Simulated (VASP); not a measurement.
Runs of VASP 6.6.1 on Si. The structure is that of space group Fd-3m (No. 227), or close to it. The cells are those of the table. 

```tsv
level	cell	k mesh	grid for exact exchange (PRECFOCK)	screening parameter	gap on the mesh (eV)	pressure (GPa)
PBE	a = 3.802, b = 3.802, c = 3.850 Å, angles 59.6, 59.6, 60.8°, 2 atoms	4 × 4 × 4	-	-	(b)	(a)
HSE06	a = 3.927 Å, angles 60.0°, 2 atoms	6 × 6 × 6	Normal	0.2079 1/Å	1.40	-5.6
HSE06	a = 3.850 Å, angles 60.0°, 2 atoms	6 × 6 × 6	Normal	0.2079 1/Å	1.31	-0.5
r2SCAN	a = 3.888 Å, angles 59.3°, 2 atoms	8 × 8 × 8	-	-	0.80	-1.6
r2SCAN	a = 3.850 Å, angles 60.0°, 2 atoms	8 × 8 × 8	-	-	0.83	-0.2
```

Alike in all rows: task single point; potentials or basis VASP PAW PBE potentials, release 64 (Si); no spin polarisation; cutoff (eV) 520; smearing gaussian 0.01 eV.

Problem. Fill in the values left out.

Solution. (a) 4.4; (b) 0.41.

Caveats: some runs use coarse meshes; the PAW data sets were made with another functional, which shifts forces and pressure a little (some runs).

A k mesh can miss the band edges.
